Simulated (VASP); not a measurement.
Crystal: BN.

```
CELL_PARAMETERS angstrom
2.48147 0.00000 0.00000
-1.24074 2.14902 0.00000
0.00000 0.00000 6.59116
ATOMIC_POSITIONS crystal
N 0.66667 0.33333 0.25000
N 0.33333 0.66667 0.75000
B 0.66667 0.33333 0.75000
B 0.33333 0.66667 0.25000
```

This cell differs from its parent crystal: volume scaled by 0.98.

Program: VASP 6.6.1. Alike in all runs: task single point; no spin polarisation; cell as given; k mesh 12 × 12 × 4; cutoff (eV) 520; smearing fermi-dirac 0.05 eV.

Order these runs on this cell by their band gap on the k mesh, lowest first.
A. level r2SCAN+D4; potentials or basis VASP PAW PBE potentials, release 64 (N, B)
B. level LDA; potentials or basis VASP PAW LDA potentials, release 64 (N, B)
C. level RPBE; potentials or basis VASP PAW PBE potentials, release 64 (N, B)

B (4.11 eV), C (4.42 eV), A (4.91 eV).

A k mesh can miss the band edges.
